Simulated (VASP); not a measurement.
Set up this calculation in VASP 6.6.1, as the native input.

| Item | Value |
| --- | --- |
| Task | single point |
| Functional | LDA |
| Potentials or basis | VASP PAW LDA potentials, release 64 (Pd) |
| Cutoff | 520 eV |
| k mesh | 23 × 23 × 23 |
| Occupations | fermi-dirac, width 0.05 eV |
| Spin | collinear spin, ferromagnetic start |
| Starting moments | [0.5] μB |
| Dipole correction | no |
| Further INCAR settings | ALGO = Normal; EDIFF = 1e-06; NBANDS = 15 |

The structure of Pd lies in POSCAR:

```
Pd
1.0
    0.0000000000      1.9942055019      1.9942055019
    1.9942055019      0.0000000000      1.9942055019
    1.9942055019      1.9942055019      0.0000000000
Pd
1
Direct
    0.0000000000      0.0000000000      0.0000000000
```

This cell differs from its parent crystal: volume scaled by 1.12.

These files were run (other wordings do the same):

INCAR

```
ALGO = Normal
EDIFF = 1E-6
ENCUT = 520
GGA = CA
ISIF = 2
ISMEAR = -1
ISPIN = 2
LASPH = True
LCHARG = False
LMAXMIX = 4
LORBIT = 11
LREAL = False
LWAVE = False
MAGMOM = 0.5
NBANDS = 15
NELM = 150
PREC = Accurate
SIGMA = 0.05
```

KPOINTS

```
k-points
0
Gamma
  23 23 23
```

Potentials or basis: VASP PAW LDA potentials, release 64 (Pd).

Launch:

```console
$ cat potpaw_LDA.64/Pd/POTCAR > POTCAR
$ mpirun -np 1 vasp_std > vasp.out
```

It gave:

| Quantity | Value |
| --- | --- |
| Pressure | -18.8 GPa |
| Band gap on the k mesh | zero (filled and empty bands overlap) |
| Net moment | 0.01 μB per cell |
| Valence electrons inside the program's atomic spheres | Pd 9.29 |

Wall time 7.2 min on 1 thread of AMD EPYC 7R13, with other jobs on the host, peak memory 0.21 GiB.
